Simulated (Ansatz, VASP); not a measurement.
**One calculation of MnHg, two programs**

```
Mn Hg
1.0
     3.31500    0.00000    0.00000
     0.00000    3.31500    0.00000
     0.00000    0.00000    3.31500
Mn Hg
1 1
Cartesian
  1.6575 1.6575 1.6575
  0.0000 0.0000 0.0000
```

Alike in both runs: task single point; functional PBE; k mesh 4 × 4 × 4; collinear spin.

|  | VASP | Ansatz |
| --- | --- | --- |
| version | VASP 6.6.1 | Ansatz 0.2.0 |
| potentials or method | VASP PAW PBE potentials, release 64 (Mn_pv, Hg), cutoff 500 eV | scalar-relativistic, plane waves, PAW |
| occupations | fermi-dirac, width 0.051704 eV | fermi-dirac |
| valence electrons in the cell | 25 | 35 |

Ansatz gave:

| Property | Result |
| --- | --- |
| gap on the k mesh at the Fermi level (eV) | none |
| pressure (GPa) | -1.0 |
| net moment per atom (μB) | 1.86 |
| size of the moment on the site where the two differ most (μB) | 3.75 |

Question: Estimate VASP's values.

Answer: gap on the k mesh at the Fermi level (eV): none; pressure (GPa): -0.6; net moment per atom (μB): 1.86; size of the moment on the site where the two differ most (μB): 3.70.

Site moments also hang on the region over which each program counts them. A gap of «none» marks a metal or a gap that the smearing closes. VASP's potentials hold 25 valence electrons a cell and Ansatz's 35, so a difference there can come from the potentials and not from the codes.

The k mesh is coarse, so the values compare programs but aren't converged. Neither program's run includes spin-orbit coupling.
